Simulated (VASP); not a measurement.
Set up this calculation in VASP 6.6.1, as the native input.

| Property | Result |
| --- | --- |
| Task | relaxation of cell and atoms |
| Functional | PBE |
| Potentials or basis | VASP PAW PBE potentials, release 64 (K_sv, Ta_pv, O) |
| Cutoff | 600 eV |
| k mesh | 8 × 8 × 8 |
| Occupations | gaussian, width 0.02 eV |
| Spin | no spin polarisation |
| Dipole correction | no |
| Further INCAR settings | ALGO = Normal; EDIFF = 1e-07; IBRION = 2; EDIFFG = -0.005; NSW = 100; ISIF = 3 |

The structure of KTaO3 lies in POSCAR:

```
KTaO3
1.0
    3.9948813700      0.0000000000      0.0000000000
    0.0000000000      3.9948813700      0.0000000000
    0.0000000000      0.0000000000      3.9948813700
K Ta O
1 1 3
Direct
    0.5000000000      0.5000000000      0.5000000000
    0.0000000000      0.0000000000      0.0000000000
    0.0000000000      0.5000000000      0.0000000000
    0.0000000000      0.0000000000      0.5000000000
    0.5000000000      0.0000000000      0.0000000000
```

One way to write it, as run:

INCAR

```
SYSTEM = KTaO3
PREC     = Accurate       ! precision mode
ENCUT    = 600            ! plane-wave cutoff, eV
EDIFF    = 1E-7           ! SCF threshold, eV
ISMEAR   = 0              ! smearing method
SIGMA    = 0.02           ! smearing width, eV
LREAL    = .False.        ! projectors in reciprocal space
LASPH    = .True.         ! aspherical terms in the spheres
NELM     = 100            ! most SCF steps
ALGO     = Normal         ! electronic algorithm
ISIF     = 3              ! what is computed and relaxed
LWAVE    = .False.        ! write WAVECAR
LCHARG   = .False.        ! write CHGCAR
GGA      = PE             ! functional
IBRION   = 2              ! ionic algorithm
NSW      = 100            ! ionic steps
EDIFFG   = -0.005         ! ionic threshold
```

KPOINTS

```
Automatic mesh
0
Gamma
  8 8 8
  0 0 0
```

Potentials or basis: VASP PAW PBE potentials, release 64 (K_sv, Ta_pv, O).

The run is started by

```sh
$ cat potpaw_PBE.64/K_sv/POTCAR potpaw_PBE.64/Ta_pv/POTCAR potpaw_PBE.64/O/POTCAR > POTCAR
$ mpirun -np 1 vasp_std > vasp.out
```

Results of the run:

| Item | Value |
| --- | --- |
| Relaxed volume | 13.07 Å³/atom |
| Relaxed cell | a = 4.028 Å, b = 4.028 Å, c = 4.028 Å, α = 90.00°, β = 90.00°, γ = 90.00° |
| Space group after relaxing (to 0.05 Å) | Pm-3m (No. 221) |
| Energy gained by relaxing | 4.6 meV/atom |
| Ionic steps | 3 |
| Pressure after relaxing | 0.0 GPa |
| Band gap on the k mesh | 2.11 eV, indirect (least direct gap 2.74 eV) |

Caveat: spin-orbit coupling is left out, which moves the levels of the heavy elements.

Run time: 100 s on 1 thread of Intel(R) Xeon(R) Platinum 8259CL CPU @ 2.50GHz (Skylake/Cascade Lake) (shared host), peak memory 0.23 GiB.
